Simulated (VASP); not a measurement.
A run of VASP 6.6.1 is set up as follows.

File INCAR:

```
ALGO = Normal
EDIFF = 1E-7
EDIFFG = -0.02
ENCUT = 600
GGA = PE
IBRION = 2
ISIF = 3
ISMEAR = -1
LASPH = True
LCHARG = False
LREAL = False
LWAVE = False
NELM = 60
NSW = 80
PREC = Accurate
PSTRESS = 300.0
SIGMA = 0.1
```

KPOINTS

```
k-points
0
Gamma
  8 8 8
```

Contents of POSCAR:

```
Re
1.0
    2.5300000000      0.0000000000      0.0000000000
    0.0000000000      2.5300000000      0.0000000000
    0.0000000000      0.0000000000      2.5300000000
Re
1
Direct
    0.0000000000      0.0000000000      0.0000000000
```

Potentials or basis: VASP PAW PBE potentials, release 64 (Re).

Run with:

```console
$ cat potpaw_PBE.64/Re/POTCAR > POTCAR
$ mpirun -np 1 vasp_std > vasp.out
```

Problem. Estimate the space group after relaxing (to 0.05 Å).

Solution. Pm-3m (No. 221).

Problem. What does it give for the relaxed volume?

Solution. 15.59 Å³/atom.

Problem. Predict the relaxed cell.

Solution. a = 2.498 Å, b = 2.498 Å, c = 2.498 Å, α = 90.00°, β = 90.00°, γ = 90.00°.

The path:
```csv
step,energy change (eV),largest force (eV/Å),pressure (GPa),volume (Å³)
1,0.0000,0.0000,16.19,16.19
2,1.1535,0.0000,121.70,13.14
3,0.0785,0.0000,28.81,15.63
4,0.0858,0.0000,29.80,15.59
```

Caveat: the cell is relaxed towards a set pressure, so the enthalpy falls and the energy may rise.
